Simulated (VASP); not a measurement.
Si, 1 atom in the cell. It takes space group P6/mmm (No. 191, hexagonal). Conventional cell: a = 2.490 Å, b = 2.490 Å, c = 2.528 Å, α = 90.00°, β = 90.00°, γ = 120.00°. Within 3.3 Å of Si (site symmetry 6/mmm) lie 8 Si at 2.49 to 2.53 Å.  This cell differs from its parent crystal: strain -0.050 along x and y, +0.025 along z.

- Program: VASP 6.6.1
- Task: single point
- Functional: r2SCAN
- Potentials or basis: VASP PAW PBE potentials, release 64 (Si)
- Cutoff: 520 eV
- k mesh: 24 × 24 × 20
- Occupations: gaussian, width 0.15 eV
- Spin: no spin polarisation
- Dipole correction: no
- Further INCAR settings: ALGO = Normal; EDIFF = 1e-06; NBANDS = 8

Potentials or basis: VASP PAW PBE potentials, release 64 (Si).

The run is started by

```sh
$ cat potpaw_PBE.64/Si/POTCAR > POTCAR
$ cp INCAR.step1 INCAR
$ mpirun -np 1 vasp_std > vasp.out
$ cp INCAR.step2 INCAR
$ mpirun -np 1 vasp_std > vasp.out
```

Hardware: 1 thread of Intel(R) Xeon(R) Platinum 8259CL CPU @ 2.50GHz (Skylake/Cascade Lake), with other jobs on the host.

Q: How long does it take, and how much memory?

A: Wall time 3 min on 1 thread of Intel(R) Xeon(R) Platinum 8259CL CPU @ 2.50GHz (Skylake/Cascade Lake), with other jobs on the host, peak memory 0.17 GiB. Counts: k points 671.
